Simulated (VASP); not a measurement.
Crystal: NiO.

```
Ni O
1.0
     0.00000    2.09131    2.09131
     2.09131    0.00000    2.09131
     2.09131    2.09131    0.00000
Ni O
1 1
Direct
  0.00000 0.00000 0.00000
  0.50000 0.50000 0.50000
```

Program: VASP 6.6.1. Alike in all runs: task single point; potentials or basis VASP PAW PBE potentials, release 64 (Ni, O); cell as given; cutoff (eV) 520; smearing fermi-dirac 0.05 eV.

Problem. Order these runs on this cell by their pressure, lowest first.
A. level r2SCAN0; spin collinear, ferromagnetic start; k mesh 6 × 6 × 6; grid for exact exchange (PRECFOCK) Normal; share of exact exchange 0.25
B. level PBE; spin collinear, zero start; fixed moment (μB) 0.0; k mesh 9 × 9 × 9
C. level PBE+U; spin collinear, ferromagnetic start; U Ni d U = 2.0 eV; k mesh 11 × 11 × 11
D. level PBE; spin collinear, ferromagnetic start; fixed moment (μB) 1.5; k mesh 9 × 9 × 9
E. level PBE+U; spin collinear, ferromagnetic start; U Ni d U = 4.0 eV; k mesh 11 × 11 × 11

Solution. B (-3.3 GPa), A (-1.2 GPa), D (1.8 GPa), E (4.2 GPa), C (5.8 GPa).

Caveats: some runs use coarse meshes; a cell with one magnetic atom can't hold antiferromagnetic order, which such compounds often take (at least some runs); the total moment is fixed, so each spin has its own Fermi level (at least some runs); the cell stands under pressure (at least some runs); the cell stands under tension (at least some runs); the PAW data sets were made with another functional, which shifts forces and pressure a little (at least some runs).
